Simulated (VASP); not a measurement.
# Ir3O: single point with PBE

The system is Ir3O.

```xyz
4
Lattice="-2.5136 2.5136 2.5136 2.5136 -2.5136 2.5136 2.5136 2.5136 -2.5136" Properties=species:S:1:pos:R:3 pbc="T T T"
Ir    2.5136    0.0000    0.0000
Ir    0.0000    2.5136    0.0000
Ir    0.0000    0.0000    2.5136
O     0.0000    0.0000    0.0000
```

The cell was generated, and may not be a known phase.

* Program: VASP 6.6.1
* Task: single point
* Functional: PBE
* Potentials or basis: VASP PAW PBE potentials, release 64 (Ir, O)
* Cutoff: 520 eV
* k mesh: 6 × 6 × 6
* Occupations: gaussian, width 0.1 eV
* Spin: collinear spin
* Starting moments: [1.0, 1.0, 1.0, 0.0] μB

* Pressure: -8.8 GPa
* Net moment: 0.00 μB per cell
* Valence electrons inside the program's atomic spheres: Ir 8.05; O 4.74

Levels at points of the mesh, in eV from the Fermi level:
Spin up:
| k point | band 12 | band 13 | band 14 | band 15 | band 16 | band 17 | band 18 | band 19 | band 20 | band 21 |
| --- | --- | --- | --- | --- | --- | --- | --- | --- | --- | --- |
| (0.00, 0.00, 0.00) | -0.71 | -0.71 | -0.71 | -0.39 | -0.39 | 0.70 | 0.70 | 0.70 | 3.72 | 5.38 |
| (0.50, 0.00, 0.00) | -2.43 | -2.38 | -1.91 | -1.45 | -0.96 | -0.92 | 0.15 | 0.30 | 1.68 | 1.95 |
| (0.50, 0.50, 0.50) | -1.27 | -1.27 | -1.27 | -0.47 | -0.47 | 0.73 | 0.73 | 0.73 | 2.47 | 2.47 |
Spin down:
| k point | band 14 | band 15 | band 16 | band 17 | band 18 | band 19 |
| --- | --- | --- | --- | --- | --- | --- |
| (0.00, 0.00, 0.00) | -0.71 | -0.39 | -0.39 | 0.70 | 0.70 | 0.70 |
| (0.50, 0.00, 0.00) | -1.91 | -1.45 | -0.96 | -0.92 | 0.15 | 0.30 |
| (0.50, 0.50, 0.50) | -1.27 | -0.47 | -0.47 | 0.73 | 0.73 | 0.73 |

Wall time 110 s on 1 thread of Intel Xeon 8259CL, on a shared host, peak memory 0.22 GiB.

Caveat: the cell stands under tension; spin-orbit coupling is left out, which moves the levels of the heavy elements.
